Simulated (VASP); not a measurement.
A run of VASP 6.6.1:

The input INCAR:

```
SYSTEM = Zr
PREC = Accurate
ENCUT = 520
EDIFF = 1E-6
ISMEAR = 0
SIGMA = 0.05
LREAL = .False.
LASPH = .True.
NELM = 60
ALGO = Normal
ISIF = 2
LWAVE = .False.
LCHARG = .True.
GGA = PS
LELF = .True.
LVHAR = .True.
NBANDS = 19
```

File KPOINTS:

```
Automatic mesh
0
Gamma
  16 16 8
  0 0 0
```

The input POSCAR:

```
Zr
1.0
    3.1873842266      0.0000000000      0.0000000000
   -1.5936921133      2.7603557118      0.0000000000
    0.0000000000      0.0000000000      5.1073974571
Zr
2
Direct
    0.3333333333      0.6666666667      0.7500000000
    0.6666666667      0.3333333333      0.2500000000
```

Potentials or basis: VASP PAW PBE potentials, release 64 (Zr_sv).

Launch:

```console
$ cat potpaw_PBE.64/Zr_sv/POTCAR > POTCAR
$ mpirun -np 1 vasp_std > vasp.out
```

Hardware: 1 thread of Intel(R) Xeon(R) Platinum 8259CL CPU @ 2.50GHz (Skylake/Cascade Lake) (shared host).

Question: How long does it take, and how much memory?

Answer: Wall time 64 s on 1 thread of Intel(R) Xeon(R) Platinum 8259CL CPU @ 2.50GHz (Skylake/Cascade Lake), on a shared host, peak memory 0.23 GiB. Counts: scf iterations 12, k points 150.
